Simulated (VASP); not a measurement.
Write the native input for VASP 6.6.1 that does the following.

```yaml
Task: single point
Functional: r2SCAN
Potentials_or_basis: VASP PAW PBE potentials, release 64 (Cd, S)
Cutoff: 520 eV
k_mesh: 8 × 8 × 8
Occupations: gaussian, width 0.02 eV
Spin: no spin polarisation
Dipole_correction: no
Further_INCAR_settings: ALGO = Normal; EDIFF = 1e-07; NBANDS = 16
```

CdS:

```xyz
2
Lattice="0.0000 2.9096 2.9096 2.9096 0.0000 2.9096 2.9096 2.9096 0.0000" Properties=species:S:1:pos:R:3 pbc="T T T"
Cd    0.0000    0.0000    0.0000
S     1.4548    1.4548    1.4548
```

The input as run:

POSCAR

```
CdS
1.0
    0.0000000000      2.9095882302      2.9095882302
    2.9095882302      0.0000000000      2.9095882302
    2.9095882302      2.9095882302      0.0000000000
Cd S
1 1
Direct
    0.0000000000      0.0000000000      0.0000000000
    0.2500000000      0.2500000000      0.2500000000
```

INCAR.step1

```
PREC     = Accurate       # precision mode
ENCUT    = 520            # plane-wave cutoff, eV
ISMEAR   = 0              # smearing method
SIGMA    = 0.02           # smearing width, eV
LREAL    = False          # projectors in reciprocal space
LASPH    = True           # aspherical terms in the spheres
NELM     = 60             # most SCF steps
NBANDS   = 16             # bands
GGA      = PE             # functional
ALGO     = Normal         # electronic algorithm
EDIFF    = 1E-4           # SCF threshold, eV
LWAVE    = True           # write WAVECAR
LCHARG   = False          # write CHGCAR
```

INCAR.step2

```
PREC     = Accurate       # precision mode
ENCUT    = 520            # plane-wave cutoff, eV
EDIFF    = 1E-7           # SCF threshold, eV
ISMEAR   = 0              # smearing method
SIGMA    = 0.02           # smearing width, eV
LREAL    = False          # projectors in reciprocal space
LASPH    = True           # aspherical terms in the spheres
NELM     = 60             # most SCF steps
ALGO     = Normal         # electronic algorithm
ISIF     = 2              # what is computed and relaxed
LWAVE    = False          # write WAVECAR
LCHARG   = True           # write CHGCAR
METAGGA  = R2SCAN         # meta-GGA
LMIXTAU  = True         
LELF     = True           # ELF
LVHAR    = True         
NBANDS   = 16             # bands
ISTART   = 1
```

KPOINTS

```
regular mesh
0
Gamma
  8 8 8
```

Potentials or basis: VASP PAW PBE potentials, release 64 (Cd, S).

The run is started by

```console
$ cat potpaw_PBE.64/Cd/POTCAR potpaw_PBE.64/S/POTCAR > POTCAR
$ cp INCAR.step1 INCAR
$ mpirun -np 1 vasp_std > vasp.out
$ cp INCAR.step2 INCAR
$ mpirun -np 1 vasp_std > vasp.out
```

It gave:

```json
{
 "Pressure": "2.3 GPa",
 "Band gap on the k mesh": "1.61 eV"
}
```

Caveat: the PAW data sets were made with another functional, which shifts forces and pressure a little.

It took 3.1 min on 1 thread of AMD EPYC 7R13, on a shared host, peak memory 0.16 GiB.
